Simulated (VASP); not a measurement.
Runs of VASP 6.6.1 on CdPb2. The structure is that of space group P6/mmm (No. 191), or close to it. The cells are those of the table. 

| task | cell | k mesh | cutoff (eV) | gap on the mesh (eV) | pressure (GPa) |
| --- | --- | --- | --- | --- | --- |
| single point | a = 5.564, b = 5.564, c = 3.367 Å, angles 90.0, 90.0, 120.0°, 3 atoms | 6 × 6 × 6 | 520 | none | (a) |
| single point | a = 4.410, b = 4.410, c = 4.762 Å, angles 90.0, 90.0, 120.0°, 3 atoms | 6 × 6 × 4 | 520 | none | 25.6 |
| single point | a = 5.422, b = 5.422, c = 3.655 Å, angles 90.0, 90.0, 120.0°, 3 atoms | 6 × 6 × 4 | 520 | none | 0.0 |
| relaxation of cell and atoms | relaxed from a = 4.410, b = 4.410, c = 4.762 Å, angles 90.0, 90.0, 120.0°, 3 atoms | 6 × 6 × 4 | 600 | none | 0.0 |

Alike in all rows: level PBE; potentials or basis VASP PAW PBE potentials, release 64 (Cd, Pb_d); no spin polarisation; smearing gaussian 0.1 eV.

Q: Estimate the missing entries.

A: (a) -0.1.

Caveats: some runs use coarse meshes; spin-orbit coupling is left out, which moves the levels of the heavy elements.

A k mesh can miss the band edges, and the runs leave out spin-orbit coupling on Cd, Pb.

A gap of «none» marks levels without a gap at the run's occupations.
